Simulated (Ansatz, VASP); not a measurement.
**One calculation of MnO, two programs**

Contents of INCAR:

```
  PREC = Accurate
  ENCUT = 520
  EDIFF = 1E-6
  ISMEAR = -1
  SIGMA = 0.05
  LREAL = F
  LASPH = T
  NELM = 150
  ALGO = Normal
  ISIF = 2
  LWAVE = F
  LCHARG = F
  ISPIN = 2
  MAGMOM = 4 0
  LORBIT = 11
  LMAXMIX = 4
  GGA = PE
  NBANDS = 20
```

The input KPOINTS:

```
regular mesh
0
Gamma
  16 16 16
```

Contents of POSCAR:

```
MnO
1.0
   -0.0444400000      2.1997800000      2.1997800000
    2.1997800000     -0.0444400000      2.1997800000
    2.1997800000      2.1997800000     -0.0444400000
Mn O
1 1
Direct
    0.0000000000      0.0000000000      0.0000000000
    0.5000000000      0.5000000000      0.5000000000
```

Input for Ansatz:

```yaml
crystal:
  lattice:
    - [-0.04444, 2.19978, 2.19978]
    - [2.19978, -0.04444, 2.19978]
    - [2.19978, 2.19978, -0.04444]
  atoms:
    - { symbol: Mn, position: [0.0, 0.0, 0.0], spin: 4.0 }
    - { symbol: O, position: [0.5, 0.5, 0.5] }
magnetization:
  spin_polarized: true
kpoints:
  mp_grid: { grid: [16, 16, 16] }
  band_path:
    path:
      - [0.0, 0.0, 0.0]
      - [0.5, 0.5, 0.5]
      - [0.2551801333, 0.5, 0.7448198667]
      - [-0.2551801333, 0.2551801333, 0.5]
      - [0.0, 0.0, 0.5]
      - [0.0, 0.0, 0.0]
      - [-0.3775900666, 0.0, 0.3775900666]
      - [0.0, 0.3775900666, 0.6224099334]
      - [0.0, 0.5, 0.5]
    npoints: 5
scf:
  occupations: { method: fermi_dirac, width: 0.05 }
hamiltonian:
  xc: pbe
  pseudopotentials: { kind: all_electron, lapw: { basis_error: 0.00025 } }
output:
  forces: true
  stress: true
  eigenvalues: true
```

Change from the starting cell: equal xy, yz and zx shear strains of -2 %.

Alike in both runs: task single point; functional PBE; k mesh 16 × 16 × 16; occupations fermi-dirac, width 0.05 eV; collinear spin.

|  | VASP | Ansatz |
| --- | --- | --- |
| version | VASP 6.6.1 | Ansatz 0.2.0 |
| potentials or method | VASP PAW PBE potentials, release 64 (Mn_pv, O), cutoff 520 eV | all-electron LAPW, scalar-relativistic |

Ansatz gave:

| Item | Value |
| --- | --- |
| pressure (GPa) | -0.1 |
| traceless stress, the component that is largest in VASP (GPa) | 1.25 |
| net moment per atom (μB) | 2.38 |
| size of the moment on the site where the two differ most (μB) | 0.23 |

Question: What did VASP give for the same quantities?

Answer: Pressure (GPa): 0.0; traceless stress, the component that is largest in VASP (GPa): 1.26; net moment per atom (μB): 2.38; size of the moment on the site where the two differ most (μB): 0.20.

Site moments also hang on the region over which each program counts them. Ansatz ran all-electron here, and VASP with PAW potentials.
